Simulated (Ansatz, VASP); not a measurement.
# Two plane-wave programs on Y

File INCAR:

```
ALGO = Normal
EDIFF = 1E-6
ENCUT = 500
GGA = PE
GGA_COMPAT = F
ISIF = 2
ISMEAR = 0
LASPH = T
LCHARG = F
LREAL = F
LWAVE = F
NBANDS = 18
NELM = 120
PREC = Accurate
SIGMA = 0.1
```

KPOINTS

```
k-points
0
Gamma
  12 12 6
```

POSCAR

```
Y
1.0
    3.6474000000      0.0000000000      0.0000000000
   -1.8237000000      3.1587410578      0.0000000000
    0.0000000000      0.0000000000      5.7306000000
Y
2
Direct
    0.3333333333      0.6666666667      0.2500000000
    0.6666666667      0.3333333333      0.7500000000
```

Input for Ansatz:

```yaml
crystal:
  lattice:
    - [3.6474, 0.0, 0.0]
    - [-1.8237, 3.1587410578, 0.0]
    - [0.0, 0.0, 5.7306]
  atoms:
    - { symbol: "Y", position: [0.3333333333, 0.6666666667, 0.25] }
    - { symbol: "Y", position: [0.6666666667, 0.3333333333, 0.75] }
basis:
  ecutwfc: 420
kpoints:
  mp_grid: { grid: [12, 12, 6] }
hamiltonian:
  xc: pbe
scf:
  occupations: { method: gaussian, width: 0.1 }
output:
  forces: true
  stress: true
  eigenvalues: true
```

Alike in both runs: task single point; functional PBE; k mesh 12 × 12 × 6; occupations gaussian, width 0.1 eV; no spin polarisation.

```csv
,VASP,Ansatz
version,VASP 6.6.1,Ansatz 0.2.0
potentials or method,"VASP PAW PBE potentials, release 64 (Y_sv), cutoff 500 eV","scalar-relativistic, plane waves, PAW"
valence electrons in the cell,22,22
```

Ansatz gave:

* gap on the k mesh at the Fermi level (eV): none
* pressure (GPa): -0.2
* traceless stress, the component that is largest in VASP (GPa): -0.52

Estimate VASP's values.

gap on the k mesh at the Fermi level (eV): none; pressure (GPa): -0.3; traceless stress, the component that is largest in VASP (GPa): -0.52.

A gap of «none» marks a metal or a gap that the smearing closes.
